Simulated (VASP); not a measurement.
A run of VASP 6.6.1:

INCAR

```
SYSTEM = FeSi
PREC = Accurate
ENCUT = 600
EDIFF = 1E-7
ISMEAR = 0
SIGMA = 0.05
LREAL = .False.
LASPH = .True.
NELM = 150
ALGO = Normal
ISIF = 3
LWAVE = .False.
LCHARG = .False.
ISPIN = 2
MAGMOM = 2.5 2.5 2.5 2.5 0 0 0 0
LORBIT = 11
LMAXMIX = 4
GGA = PE
IBRION = 2
NSW = 80
EDIFFG = -0.03
```

KPOINTS

```
regular mesh
0
Gamma
  4 4 4
  0 0 0
```

The input POSCAR:

```
FeSi
1.0
    4.5507000000      0.0000000000      0.0000000000
    0.0000000000      4.5507000000      0.0000000000
    0.0000000000      0.0000000000      4.5507000000
Fe Si
4 4
Direct
    0.1365200000      0.1365200000      0.1365200000
    0.3634800000      0.8634800000      0.6365200000
    0.6365200000      0.3634800000      0.8634800000
    0.8634800000      0.6365200000      0.3634800000
    0.8424000000      0.8424000000      0.8424000000
    0.6576000000      0.1576000000      0.3424000000
    0.3424000000      0.6576000000      0.1576000000
    0.1576000000      0.3424000000      0.6576000000
```

Potentials or basis: VASP PAW PBE potentials, release 64 (Fe, Si).

Run with:

```console
$ cat potpaw_PBE.64/Fe/POTCAR potpaw_PBE.64/Si/POTCAR > POTCAR
$ mpirun -np 1 vasp_std > vasp.out
```

Hardware: 1 thread of Intel(R) Xeon(R) Platinum 8488C (Sapphire Rapids) (shared host).

Question: How long does it take, and how much memory?

Answer: Wall time 8.7 min on 1 thread of Intel(R) Xeon(R) Platinum 8488C (Sapphire Rapids), on a shared host, peak memory 0.27 GiB. Counts: scf iterations 98, k points 11, ion steps 9.
